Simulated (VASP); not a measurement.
Cu: single point with revPBE

The system is Cu.

```
Cu
1.0
     2.58974    0.00000    0.00000
    -1.29487    2.24278    0.00000
     0.00000    0.00000    8.45598
Cu
4
Direct
  0.00000 0.00000 0.00000
  0.00000 0.00000 0.50000
  0.33333 0.66667 0.25000
  0.66667 0.33333 0.75000
```

This isn't the form of Cu at room conditions, which is fcc.

* Program: VASP 6.6.1
* Task: single point
* Functional: revPBE
* Potentials or basis: VASP PAW PBE potentials, release 64 (Cu)
* Cutoff: 520 eV
* k mesh: 14 × 14 × 4
* Occupations: fermi-dirac, width 0.1 eV
* Spin: no spin polarisation
* Dipole correction: no
* Further INCAR settings: ALGO = Normal; EDIFF = 1e-06; NBANDS = 30

```yaml
Pressure: 0.6 GPa
Band_gap_on_the_k_mesh: zero (bands 22 and 23 overlap by 4.44 eV)
```

Levels at points of the mesh, in eV from the Fermi level:
| k point | band 20 | band 21 | band 22 | band 23 | band 24 | band 25 |
| --- | --- | --- | --- | --- | --- | --- |
| (0.00, 0.00, 0.00) | -1.86 | -1.86 | -1.59 | -1.59 | -0.84 | 3.64 |
| (0.50, 0.00, 0.00) | -1.45 | -0.48 | 0.53 | 0.97 | 1.54 | 4.44 |
| (0.00, 0.00, 0.50) | -2.12 | -1.70 | -1.70 | -1.70 | -1.70 | 6.74 |
| (0.50, 0.00, 0.50) | -1.47 | 0.12 | 0.12 | 1.36 | 1.36 | 4.98 |

It took 2.1 min on 1 thread of Intel Xeon 8259CL (shared host), peak memory 0.21 GiB.

Caveat: the PAW data sets were made with another functional, which shifts forces and pressure a little.
